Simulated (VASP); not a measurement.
# Sr2O (P6/mmm) in VASP: notebook, part 2 of 2

VASP 6.6.1.

### Step 3. Single point, PBE

This run uses another cell than the first one, of 27.56 Å³/atom, 0.973 times its volume.

Contents of INCAR:

```
  ALGO = Normal
  EDIFF = 1E-7
  ENCUT = 520
  GGA = PE
  ISIF = 2
  ISMEAR = 0
  LASPH = True
  LCHARG = False
  LREAL = False
  LWAVE = False
  NBANDS = 20
  NELM = 100
  PREC = Accurate
  SIGMA = 0.1
```

Contents of KPOINTS:

```
k-points
0
Gamma
  12 12 12
```

Contents of POSCAR:

```
Sr2O
1.0
    4.9080766661      0.0000000000      0.0000000000
   -2.4540383331      4.2505190766      0.0000000000
    0.0000000000      0.0000000000      3.9626291331
Sr O
2 1
Direct
    0.3333333333      0.6666666667      0.0000000000
    0.6666666667      0.3333333333      0.0000000000
    0.0000000000      0.0000000000      0.0000000000
```

Potentials or basis: VASP PAW PBE potentials, release 64 (Sr_sv, O).

Launch:

```
cat potpaw_PBE.64/Sr_sv/POTCAR potpaw_PBE.64/O/POTCAR > POTCAR
mpirun -np 1 vasp_std > vasp.out
```

OUTCAR:

```text
EDIFF = 1E-7
   ENCUT = 520
   GGA = PE
   ISIF = 2
   ISMEAR = 0
   LASPH = True
   LREAL = False
   NELM = 100
   PREC = Accurate

 ion  position               nearest neighbor table
   1  0.333  0.667  0.000-   2 2.83   3 2.83   2 2.83   3 2.83   3 2.83   2 2.83   2 4.87   2 4.87
                             2 4.87   2 4.87   2 4.87   2 4.87
   2  0.667  0.333  0.000-   1 2.83   3 2.83   1 2.83   3 2.83   3 2.83   1 2.83   1 4.87   1 4.87
                             1 4.87   1 4.87   1 4.87   1 4.87
   3  0.000  0.000  0.000-   1 2.83   2 2.83   2 2.83   1 2.83   2 2.83   1 2.83

  LATTYP: Found a hexagonal cell.
 ALAT       =     4.9080766661
 C/A-ratio  =     0.8073690373

  Lattice vectors:

 A1 = (   4.9080766661,   0.0000000000,   0.0000000000)
 A2 = (  -2.4540383331,   4.2505190766,   0.0000000000)
 A3 = (   0.0000000000,   0.0000000000,   3.9626291331)

Analysis of symmetry for initial positions (statically):
=====================================================================
 Subroutine PRICEL returns:
 Original cell was already a primitive cell.

 Routine SETGRP: Setting up the symmetry group for a
 hexagonal supercell.

 Subroutine GETGRP returns: Found 24 space group operations
 (whereof 24 operations were pure point group operations)
 out of a pool of 24 trial point group operations.

The static configuration has the point symmetry D_6h.

Analysis of symmetry for dynamics (positions and initial velocities):
=====================================================================
 Subroutine PRICEL returns:
 Original cell was already a primitive cell.

 Routine SETGRP: Setting up the symmetry group for a
 hexagonal supercell.

 Subroutine GETGRP returns: Found 24 space group operations
 (whereof 24 operations were pure point group operations)
 out of a pool of 24 trial point group operations.

The dynamic configuration has the point symmetry D_6h.

 Subroutine INISYM returns: Found 24 space group operations
 (whereof 24 operations are pure point group operations),
 and found     1 'primitive' translations

----------------------------------------------------------------------------------------

                                     Primitive cell

  volume of cell :      82.6679

  direct lattice vectors                    reciprocal lattice vectors
     4.908076666  0.000000000  0.000000000     0.203745799  0.117632692  0.000000000
    -2.454038333  4.250519077  0.000000000     0.000000000  0.235265383  0.000000000
     0.000000000  0.000000000  3.962629133     0.000000000  0.000000000  0.252357707

  length of vectors
     4.908076666  4.908076666  3.962629133     0.235265383  0.235265383  0.252357707

  position of ions in fractional coordinates (direct lattice)
     0.333333333  0.666666667  0.000000000
     0.666666667  0.333333333  0.000000000
     0.000000000  0.000000000  0.000000000

  ion indices of the primitive-cell ions
   primitive index   ion index
                 1           1
                 2           2
                 3           3

----------------------------------------------------------------------------------------

 KPOINTS: k-points

Automatic generation of k-mesh.
 Grid dimensions read from file:
 generate k-points for:   12   12   12

 Generating k-lattice:

  Cartesian coordinates                     Fractional coordinates (reciprocal lattice)
     0.016978817  0.009802724  0.000000000     0.083333333  0.000000000  0.000000000
     0.000000000  0.019605449  0.000000000     0.000000000  0.083333333  0.000000000
     0.000000000  0.000000000  0.021029809     0.000000000  0.000000000  0.083333333

  Length of vectors
     0.019605449  0.019605449  0.021029809

  Shift w.r.t. Gamma in fractional coordinates (k-lattice)
     0.000000000  0.000000000  0.000000000

 Subroutine IBZKPT returns following result:
 ===========================================

 Found    133 irreducible k-points:

 Following reciprocal coordinates:
            Coordinates               Weight
  0.000000  0.000000  0.000000      1.000000
  0.083333  0.000000  0.000000      6.000000
  0.166667  0.000000  0.000000      6.000000
  0.250000  0.000000  0.000000      6.000000
  0.333333  0.000000  0.000000      6.000000
  0.416667  0.000000  0.000000      6.000000
[... 16 lines left out ...]
  0.250000  0.000000  0.083333     12.000000
  0.333333  0.000000  0.083333     12.000000
 [... further k-points ...]
   k-points           NKPTS =    133   k-points in BZ     NKDIM =    133   number of bands    NBANDS=     20
   number of dos      NEDOS =    301   number of ions     NIONS =      3
   total plane-waves  NPLWV =  48000
   dimension x,y,z NGX =    40 NGY =   40 NGZ =   30
   dimension x,y,z NGXF=    80 NGYF=   80 NGZF=   60
   ions per type =               2   1
   NGX,Y,Z   is equivalent  to a cutoff of  13.55, 13.55, 12.59 a.u.
   NGXF,Y,Z  is equivalent  to a cutoff of  27.10, 27.10, 25.17 a.u.
 SYSTEM =  unknown system
   PREC   = accura    normal or accurate (medium, high low for compatibility)
   ISTART =      0    job   : 0-new  1-cont  2-samecut
   ICHARG =      2    charge: 1-file 2-atom 10-const
   ISPIN  =      1    spin polarized calculation?
   LNONCOLLINEAR =      F non collinear calculations
   LSORBIT =      F    spin-orbit coupling
   LASPH  =      T    aspherical Exc in radial PAW
   ENCUT  =  520.0 eV  38.22 Ry    6.18 a.u.   9.13  9.13  7.37*2*pi/ulx,y,z
   NELM   =    100;   NELMIN=  2; NELMDL= -5     # of ELM steps
   EDIFF  = 0.1E-06   stopping-criterion for ELM
   LREAL  =      F    real-space projection
   EDIFFG = 0.1E-05   stopping-criterion for IOM
   NSW    =      0    number of steps for IOM
   IBRION =     -1    ionic relax: 0-MD 1-quasi-New 2-CG
   NFREE  =      0    steps in history (QN), initial steepest desc. (CG)
   ISIF   =      2    stress and relaxation
   ISYM   =      2    0-nonsym 1-usesym 2-fastsym
   POTIM  = 0.5000    time-step for ionic-motion
   TEBEG  =    0.0;   TEEND  =   0.0 temperature during run
   PSTRESS=    0.0 pullay stress
   NELECT =      26.0000    total number of electrons
   NUPDOWN=      -1.0000    fix difference up-down
   EMIN   =  10.00;   EMAX   =-10.00  energy-range for DOS
   EFERMI =   0.00;   METHOD = LEGACY
   ISMEAR =     0;   SIGMA  =   0.10  broadening in eV -4-tet -1-fermi 0-gaus
   EFERMI_NEDOS =   21; number of points for ismear=-14 and -15
   IALGO  =     38    algorithm
   IMIX   =      4    mixing-type and parameters
     AMIX     =   0.40;   BMIX     =  1.00
     AMIX_MAG =   1.60;   BMIX_MAG =  1.00
  volume/ion in A,a.u.               =      27.56       185.96
  Fermi-wavevector in a.u.,A,eV,Ry     =   1.113321  2.103871 16.864196  1.239483
  Thomas-Fermi vector in A             =   2.249904
   LORBIT       =      0    0 simple, 1 ext, 2 COOP (PROOUT), +10 PAW based schemes
   GGA     = PE    functional components
   LHFCALC =     F    Hartree Fock is set to
   AEXX    =    0.0000 exact exchange contribution
   IVDW    =     0    specifies the selected vdW correction
   LEPSILON=     F    determine dielectric tensor
   LRPA    =     F    only Hartree local field effects (RPA)
 non-spin polarized calculation
 Gauss-broadening in eV      SIGMA  =   0.10
  energy-cutoff  :      520.00
  volume of cell :       82.67
 maximum number of plane-waves:      2265
 NGX is ok and might be reduce to    40
   NGX = 19   NGY = 19   NGZ = 15

 number of electron      25.9999998 magnetization

 Free energy of the ion-electron system (eV)
  ---------------------------------------------------
  ext. energy  EPLUGINS =         0.00000000
  ---------------------------------------------------
  free energy    TOTEN  =        -8.51585409 eV

  energy without entropy =       -8.49889882  energy(sigma->0) =       -8.50737645

 E-fermi :   3.1022     XC(G=0):  -8.6854

 val. band max:        3.0978836000   @ k =   0.2500   0.1667   0.3333
 cond. band min:       3.1053261746   @ k =   0.1667   0.1667   0.5000
 fundamental gap:      0.0074425747
 Fermi energy:         3.1022460989

 k-point     1 :       0.0000    0.0000    0.0000
  band No.  band energies     occupation
      1     -34.4600      2.00000
      2     -33.7470      2.00000
      3     -17.2583      2.00000
      4     -17.2583      2.00000
      5     -16.1040      2.00000
      6     -15.4839      2.00000
[... 12 lines left out ...]
     19       6.0621      0.00000
[... 513 lines left out ...]
      4     -17.0557      2.00000
      5     -15.9932      2.00000
      6     -15.7849      2.00000
[... 12 lines left out ...]
     19       5.6231      0.00000
     20       7.0479      0.00000

 [... further k-points ...]

------------------------ aborting loop because EDIFF is reached ----------------------------------------

  FORCE on cell =-STRESS in cart. coord.  units (eV):
  Direction    XX          YY          ZZ          XY          YZ          ZX
  --------------------------------------------------------------------------------------
  -------------------------------------------------------------------------------------
  Total        0.1665435      0.1665435     -0.0328424     -0.0000000      0.0000000     -0.0000000
  in kB        3.2277626      3.2277626     -0.6365153     -0.0000000      0.0000000     -0.0000000
  external PRESSURE =       1.9396700 kB  Pullay stress =       0.0000000 kB

 VOLUME and BASIS-vectors are now :
 -----------------------------------------------------------------------------
  energy-cutoff  :      520.00
  volume of cell :       82.67
      direct lattice vectors                 reciprocal lattice vectors
     4.908076666  0.000000000  0.000000000     0.203745799  0.117632692  0.000000000
    -2.454038333  4.250519077  0.000000000     0.000000000  0.235265383  0.000000000
     0.000000000  0.000000000  3.962629133     0.000000000  0.000000000  0.252357707

 POSITION                                       TOTAL-FORCE (eV/Angst)
 -----------------------------------------------------------------------------------
     -0.00000      2.83368      0.00000         0.000000     -0.000000     -0.000000
      2.45404      1.41684      0.00000        -0.000000      0.000000      0.000000
      0.00000      0.00000      0.00000         0.000000      0.000000      0.000000
 -----------------------------------------------------------------------------------
    total drift:                                0.000000     -0.000000      0.000000

  FREE ENERGIE OF THE ION-ELECTRON SYSTEM (eV)
  ---------------------------------------------------
  free  energy   TOTEN  =        -8.5158540868 eV

  energy  without entropy=       -8.4988988216  energy(sigma->0) =       -8.50737645
```

OSZICAR:

```text
N       E                     dE             d eps       ncg     rms          rms(c)
DAV:   1     0.145207270020E+03    0.14521E+03   -0.12785E+04  5320   0.117E+03
DAV:   2     0.920055834181E+00   -0.14429E+03   -0.14099E+03  6412   0.265E+02
DAV:   3    -0.106620098140E+02   -0.11582E+02   -0.11413E+02  8908   0.589E+01
DAV:   4    -0.109986991153E+02   -0.33669E+00   -0.33255E+00  7472   0.826E+00
DAV:   5    -0.110045264095E+02   -0.58273E-02   -0.58226E-02  7848   0.988E-01    0.165E+01
DAV:   6    -0.916232644704E+01    0.18422E+01   -0.26087E+01  5960   0.181E+01    0.166E+01
DAV:   7    -0.858405242960E+01    0.57827E+00   -0.49981E+00  6732   0.787E+00    0.858E+00
DAV:   8    -0.853422532013E+01    0.49827E-01   -0.67900E-01  6964   0.388E+00    0.158E+00
DAV:   9    -0.851488696053E+01    0.19338E-01   -0.15955E-01  6984   0.160E+00    0.279E-01
DAV:  10    -0.851559229208E+01   -0.70533E-03   -0.44298E-03  6408   0.380E-01    0.188E-01
DAV:  11    -0.851587565971E+01   -0.28337E-03   -0.43915E-04  7584   0.111E-01    0.570E-02
DAV:  12    -0.851585481139E+01    0.20848E-04   -0.39850E-04  8232   0.697E-02    0.161E-02
DAV:  13    -0.851585548614E+01   -0.67475E-06   -0.69823E-05  6640   0.312E-02    0.121E-02
DAV:  14    -0.851585410215E+01    0.13840E-05   -0.10990E-05  6480   0.128E-02    0.323E-03
DAV:  15    -0.851585411763E+01   -0.15481E-07   -0.13691E-06  6824   0.467E-03    0.134E-03
DAV:  16    -0.851585408678E+01    0.30854E-07   -0.12162E-07  4156   0.146E-03
   1 F= -.85158541E+01 E0= -.85073765E+01  d E =-.169553E-01
```

It took 1.9 min on 1 thread of Intel Xeon 6975P-C (Granite Rapids), shared host; peak memory 0.35 GiB.

Results:

- Free energy: -8.5159 eV
- Pressure: 0.2 GPa
- Band gap on the k mesh: zero (band 13 reaches 3.38 eV, above the bottom of band 14 at 2.56 eV)

Stress tensor (GPa, compression positive):
```
 0.32  0.00  0.00
 0.00  0.32  0.00
 0.00  0.00 -0.06
```

### Step 4. Relaxation of cell and atoms, PBE

This run uses another cell than the first one, of 28.06 Å³/atom, 0.991 times its volume.

Contents of INCAR:

```
PREC     = Accurate       # precision mode
ENCUT    = 600            # plane-wave cutoff, eV
EDIFF    = 1E-6           # SCF threshold, eV
ISMEAR   = 0              # smearing method
SIGMA    = 0.1            # smearing width, eV
LREAL    = False          # projectors in reciprocal space
LASPH    = True           # aspherical terms in the spheres
NELM     = 80             # most SCF steps
ALGO     = Normal         # electronic algorithm
ISIF     = 3              # what is computed and relaxed
LWAVE    = False          # write WAVECAR
LCHARG   = False          # write CHGCAR
GGA      = PE             # functional
IBRION   = 2              # ionic algorithm
NSW      = 100            # ionic steps
EDIFFG   = -0.01          # ionic threshold
```

Contents of KPOINTS:

```
regular mesh
0
Gamma
  12 12 12
```

Contents of POSCAR:

```
Sr2O
1.0
    4.9152696844      0.0000000000      0.0000000000
   -2.4576348422      4.2567484132      0.0000000000
    0.0000000000      0.0000000000      4.0229284377
Sr O
2 1
Direct
    0.3333333333      0.6666666667      0.0000000000
    0.6666666667      0.3333333333      0.0000000000
    0.0000000000      0.0000000000      0.0000000000
```

Launch:

```
cat potpaw_PBE.64/Sr_sv/POTCAR potpaw_PBE.64/O/POTCAR > POTCAR
mpirun -np 1 vasp_std > vasp.out
```

Run time: 5.6 min. Hardware: 1 thread of Intel Xeon 6975P-C (Granite Rapids), shared host; peak memory 0.39 GiB.

It converged, with:

```
Free energy                            : -8.5183 eV
Relaxed volume                         : 27.67 Å³/atom
Relaxed cell                           : a = 4.923 Å, b = 4.923 Å, c = 3.956 Å, α = 90.00°, β = 90.00°, γ = 120.00°
Space group after relaxing (to 0.05 Å) : P6/mmm (No. 191)
Energy gained by relaxing              : 1.0 meV/atom
Ionic steps                            : 5
Pressure after relaxing                : 0.0 GPa
Band gap on the k mesh                 : zero (band 13 reaches 3.35 eV, above the bottom of band 14 at 2.52 eV)
```

The path:
```csv
step,energy change (eV),largest force (eV/Å),pressure (GPa),volume (Å³)
1,0.0000,0.0000,-0.05,84.17
2,-0.0018,0.0000,-0.12,84.06
3,-0.0025,0.0000,-0.19,83.93
4,-0.0029,0.0000,-0.07,83.40
5,-0.0030,0.0000,0.01,83.01
```

Final structure:
```xyz
3
Lattice="4.9226 0.0000 0.0000 -2.4613 4.2631 0.0000 0.0000 0.0000 3.9556" Properties=species:S:1:pos:R:3 pbc="T T T"
Sr    0.0000    2.8421    0.0000
Sr    2.4613    1.4210    0.0000
O    -2.4613    4.2631    0.0000
```

Levels at points of the mesh, in eV from the Fermi level:
```
           k point  band 9  band 10  band 11  band 12  band 13  band 14  band 15  band 16  band 17
(0.00, 0.00, 0.00)  -17.41    -3.76    -3.76    -2.63    -2.31     1.08     2.11     2.11     2.34
(0.50, 0.00, 0.00)  -17.14    -3.94    -3.60    -2.47    -0.96    -0.20     0.34     1.61     1.71
(0.00, 0.00, 0.50)  -17.37    -3.64    -3.64    -3.13     0.20     0.20     0.91     1.01     3.24
(0.50, 0.00, 0.50)  -17.12    -3.69    -3.50    -3.35    -0.52     0.54     0.54     0.55     1.96
```

### Step 5. Overview

| task | spin | cell | k mesh | cutoff (eV) | gap on the mesh (eV) | pressure (GPa) |
| --- | --- | --- | --- | --- | --- | --- |
| single point | collinear, ferromagnetic start | a = 4.684, b = 4.684, c = 4.471 Å, angles 90.0, 90.0, 120.0°, 3 atoms | 6 × 6 × 4 | 520 | none | 2.9 |
| single point | off | a = 4.908, b = 4.908, c = 3.963 Å, angles 90.0, 90.0, 120.0°, 3 atoms | 12 × 12 × 12 | 520 | none | 0.2 |
| relaxation of cell and atoms | off | relaxed from a = 4.915, b = 4.915, c = 4.023 Å, angles 90.0, 90.0, 120.0°, 3 atoms | 12 × 12 × 12 | 600 | none | 0.0 |

Alike in all rows: level PBE; potentials or basis VASP PAW PBE potentials, release 64 (Sr_sv, O); smearing gaussian 0.1 eV.

Total energies depend on the potentials used, so only differences within one code and one set of settings carry meaning.
